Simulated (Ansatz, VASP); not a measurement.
## Be3Nb2P4 in VASP and in Ansatz

Contents of INCAR:

```
PREC = Accurate ; ENCUT = 520
EDIFF = 1E-6 ; ISMEAR = 0
SIGMA = 0.1 ; LREAL = F
LASPH = T ; NELM = 100
ALGO = Normal ; ISIF = 2
LWAVE = F ; LCHARG = F
GGA = PE ; NBANDS = 36
```

File KPOINTS:

```
regular mesh
0
Gamma
  4 4 4
```

File POSCAR:

```
Be3Nb2P4
1.0
    0.0000000000      4.5524354000      5.6252576400
    2.6637317500      0.0000000000      5.6252576400
    2.6637317500      4.5524354000      0.0000000000
Be Nb P
3 2 4
Direct
    0.5000000000      0.5000000000      0.0000000000
    0.0000000000      0.0000000000      0.0000000000
    0.0000000000      0.0000000000      0.5000000000
    0.6462636000      0.6462636000      0.3537364000
    0.3537364000      0.3537364000      0.6462636000
    0.0566572200      0.7213589400      0.2786410600
    0.7213589400      0.0566572200      0.9433427800
    0.9433427800      0.2786410600      0.7213589400
    0.2786410600      0.9433427800      0.0566572200
```

Input for Ansatz:

```yaml
crystal:
  lattice:
    - [0.0, 4.5524354, 5.62525764]
    - [2.66373175, 0.0, 5.62525764]
    - [2.66373175, 4.5524354, 0.0]
  atoms:
    - { symbol: Be, position: [0.5, 0.5, 0.0] }
    - { symbol: Be, position: [0.0, 0.0, 0.0] }
    - { symbol: Be, position: [0.0, 0.0, 0.5] }
    - { symbol: Nb, position: [0.6462636, 0.6462636, 0.3537364] }
    - { symbol: Nb, position: [0.3537364, 0.3537364, 0.6462636] }
    - { symbol: P, position: [0.05665722, 0.72135894, 0.27864106] }
    - { symbol: P, position: [0.72135894, 0.05665722, 0.94334278] }
    - { symbol: P, position: [0.94334278, 0.27864106, 0.72135894] }
    - { symbol: P, position: [0.27864106, 0.94334278, 0.05665722] }
basis:
  ecutwfc: 420
kpoints:
  mp_grid: { grid: [4, 4, 4] }
hamiltonian:
  xc: pbe
scf:
  occupations: { method: gaussian, width: 0.1 }
  lower_state_search: "off"
output:
  forces: true
  stress: true
  eigenvalues: true
```

Change from the starting cell: species swapped into the Cs2Pt3Se4 type (Fmmm, No. 69).

Alike in both runs: task single point; functional PBE; k mesh 4 × 4 × 4; occupations gaussian, width 0.1 eV; no spin polarisation.

```csv
,VASP,Ansatz
version,VASP 6.6.1,Ansatz 0.2.0
potentials or method,"VASP PAW PBE potentials, release 64 (Be, Nb_sv, P), cutoff 520 eV","scalar-relativistic, plane waves, PAW"
valence electrons in the cell,52,52
```

Ansatz gave:

- gap on the k mesh at the Fermi level (eV): none
- pressure (GPa): 3.5
- traceless stress, the component that is largest in VASP (GPa): 12.09
- rms of the force components (eV/Å): 2.453

Q: Which values does VASP return?

A: gap on the k mesh at the Fermi level (eV): none; pressure (GPa): 3.4; traceless stress, the component that is largest in VASP (GPa): 12.05; rms of the force components (eV/Å): 2.442.

Atom by atom the forces differ by 0.012 eV/Å (rms over components). A gap of «none» marks a metal or a gap that the smearing closes. With one functional, cell and mesh, what is left measures potentials, basis and numerics.

The k mesh is coarse, so the values compare programs but aren't converged.
